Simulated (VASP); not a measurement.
**SrO: single point with LDA**

The system is SrO.

```
CELL_PARAMETERS angstrom
0.00000 2.51954 2.51954
2.51954 0.00000 2.51954
2.51954 2.51954 0.00000
ATOMIC_POSITIONS crystal
Sr 0.50000 0.50000 0.50000
O 0.00000 0.00000 0.00000
```

```
Program                : VASP 6.6.1
Task                   : single point
Functional             : LDA
Potentials or basis    : VASP PAW LDA potentials, release 64 (Sr_sv, O)
Cutoff                 : 520 eV
k mesh                 : 8 × 8 × 8
Occupations            : gaussian, width 0.01 eV
Spin                   : no spin polarisation
Dipole correction      : no
Further INCAR settings : ALGO = Normal; EDIFF = 1e-06; NBANDS = 15
```

* Pressure: 2.5 GPa
* Band gap on the k mesh: 3.04 eV, indirect (least direct gap 3.08 eV)

Levels at points of the mesh, in eV from the valence-band top:
```
           k point  band 6  band 7  band 8  band 9  band 10  band 11
(0.00, 0.00, 0.00)    0.00    0.00    0.00    4.24     6.23     6.23
(0.50, 0.00, 0.00)   -2.37   -1.29   -1.29    6.71     8.76     9.15
(0.50, 0.50, 0.00)   -0.31   -0.04   -0.04    3.04     8.23    10.59
```

It took 6 s on 1 thread of AMD EPYC 9R45 96-Core Processor (Zen 5), on a shared host, peak memory 0.12 GiB.

A k mesh can miss the band edges.
